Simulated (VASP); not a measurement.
Wanted: the native input for a VASP 6.6.1 run.

- Task: single point
- Functional: PBE
- Potentials or basis: VASP PAW PBE potentials, release 64 (Mo_sv, Si)
- Cutoff: 520 eV
- k mesh: 12 × 12 × 12
- Occupations: gaussian, width 0.022 eV
- Spin: no spin polarisation
- Dipole correction: no
- Further INCAR settings: ALGO = Normal; EDIFF = 1e-07; NBANDS = 18

The structure of Si2Mo lies in POSCAR:

```
Si2Mo
1.0
   -1.6000000000      1.6000000000      3.9305000000
    1.6000000000     -1.6000000000      3.9305000000
    1.6000000000      1.6000000000     -3.9305000000
Mo Si
1 2
Direct
    0.0000000000      0.0000000000      0.0000000000
    0.6670000000      0.6670000000      0.0000000000
    0.3330000000      0.3330000000      0.0000000000
```

One way to write it, as run:

INCAR

```
SYSTEM = Si2Mo
ALGO = Normal
EDIFF = 1E-7
ENCUT = 520
GGA = PE
ISIF = 2
ISMEAR = 0
LASPH = .True.
LCHARG = .True.
LELF = .True.
LREAL = .False.
LVHAR = .True.
LWAVE = .False.
NBANDS = 18
NELM = 80
PREC = Accurate
SIGMA = 0.022
```

KPOINTS

```
k-points
0
Gamma
  12 12 12
  0 0 0
```

Potentials or basis: VASP PAW PBE potentials, release 64 (Mo_sv, Si).

The run is started by

```console
$ cat potpaw_PBE.64/Mo_sv/POTCAR potpaw_PBE.64/Si/POTCAR > POTCAR
$ mpirun -np 1 vasp_std > vasp.out
```

Results of the run:

```json
{"Pressure": "2.4 GPa", "Largest force": "0.272 eV/Å", "Band gap on the k mesh": "zero (bands 11 and 12 overlap by 1.04 eV)"}
```

Wall time 110 s on 1 thread of Intel(R) Xeon(R) Platinum 8488C (Sapphire Rapids) (shared host), peak memory 0.27 GiB.
